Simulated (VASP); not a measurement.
Ag, 1 atom in the cell. The structure is cubic, space group Fm-3m (No. 225). The conventional cell has a = 4.085 Å, b = 4.085 Å, c = 4.085 Å, α = 90.00°, β = 90.00°, γ = 90.00°. Ag (site symmetry m-3m) has 12 Ag at 2.89 Å within 3.8 Å. 

```yaml
Program: VASP 6.6.1
Task: equation of state
Functional: rev-vdW-DF2
Potentials_or_basis: VASP PAW PBE potentials, release 64 (Ag)
Cutoff: 620 eV
k_mesh: 22 × 22 × 22
Occupations: methfessel-paxton, width 0.05 eV
Spin: no spin polarisation
Tolerance_level: standard
Purpose: equation of state
Eos_scales: "[0.91, 0.94, 0.97, 1.0, 1.03, 1.06, 1.09]"
Further_INCAR_settings: ALGO = Normal; EDIFF = 1e-07; NSW = 0
```

Potentials or basis: VASP PAW PBE potentials, release 64 (Ag).

Launch:

```console
$ cat potpaw_PBE.64/Ag/POTCAR > POTCAR
$ cp POSCAR.step1 POSCAR
$ mpirun -np 1 vasp_std > vasp.out
$ cp POSCAR.step2 POSCAR
$ mpirun -np 1 vasp_std > vasp.out
$ cp POSCAR.step3 POSCAR
$ mpirun -np 1 vasp_std > vasp.out
$ cp POSCAR.step4 POSCAR
$ mpirun -np 1 vasp_std > vasp.out
$ cp POSCAR.step5 POSCAR
$ mpirun -np 1 vasp_std > vasp.out
$ cp POSCAR.step6 POSCAR
$ mpirun -np 1 vasp_std > vasp.out
$ cp POSCAR.step7 POSCAR
$ mpirun -np 1 vasp_std > vasp.out
```

Hardware: 1 thread of Intel(R) Xeon(R) Platinum 8488C (Sapphire Rapids), on a shared host.

Question: How long does it take, and how much memory?

Answer: Run time: 4.2 min on 1 thread of Intel(R) Xeon(R) Platinum 8488C (Sapphire Rapids), on a shared host, peak memory 0.33 GiB. Counts: k points 328.
